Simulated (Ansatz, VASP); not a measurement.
# One calculation of AlCu, two programs

```
Al Cu
1.0
     2.99751   -0.05995    0.00000
    -0.05995    2.99751    0.00000
     0.00000    0.00000    2.99751
Al Cu
1 1
Direct
  0.00000 0.00000 0.00000
  0.50000 0.50000 0.50000
```

Change from the starting cell: strain -0.0400 x Voigt [0, 0, 0, 0, 0, 1], atoms carried along.

Alike in both runs: task single point; functional r2SCAN; k mesh 16 × 16 × 16; occupations gaussian, width 0.15 eV; no spin polarisation.

```csv
,VASP,Ansatz
version,VASP 6.6.1,Ansatz 0.2.0
potentials or method,"VASP PAW PBE potentials, release 64 (Al, Cu), cutoff 520 eV","scalar-relativistic, plane waves, PAW"
valence electrons in the cell,14,22
```

Ansatz gave:

- gap on the k mesh at the Fermi level (eV): none
- pressure (GPa): -4.7
- traceless stress, the component that is largest in VASP (GPa): 1.77

Problem. Which values does VASP return?

Solution. gap on the k mesh at the Fermi level (eV): none; pressure (GPa): -4.6; traceless stress, the component that is largest in VASP (GPa): 1.75.

VASP's potentials were made for PBE, not for r2SCAN. A gap of «none» marks a metal or a gap that the smearing closes. With one functional, cell and mesh, what is left measures potentials, basis and numerics. VASP's potentials hold 14 valence electrons a cell and Ansatz's 22, so a difference there can come from the potentials and not from the codes.
